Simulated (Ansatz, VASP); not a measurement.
**Two plane-wave programs on B**

```
B
1.0
     2.88611    0.00000    0.00000
    -1.44306    2.49945    0.00000
     0.00000    0.00000    2.89922
B
3
Cartesian
  1.4431 2.4994 0.0000
  0.0000 1.6663 1.4496
  1.4431 0.8331 1.4496
```

Alike in both runs: functional BLYP; k mesh 11 × 11 × 15; occupations fermi-dirac, width 0.1 eV; no spin polarisation.

Ansatz relaxed the structure, and its values are those at the end. VASP's run is a single point on that final structure, the one shown.

|  | VASP | Ansatz |
| --- | --- | --- |
| version | VASP 6.6.1 | Ansatz 0.2.0 |
| potentials or method | VASP PAW PBE potentials, release 64 (B), cutoff 520 eV | plane waves (420 eV) with PAW, scalar-relativistic |
| valence electrons in the cell | 9 | 9 |

|  | VASP | Ansatz | Ansatz less VASP |
| --- | --- | --- | --- |
| pressure (GPa) | 0.0 | 0.0 | +0.02 |

VASP's potentials were made for PBE, not for BLYP.
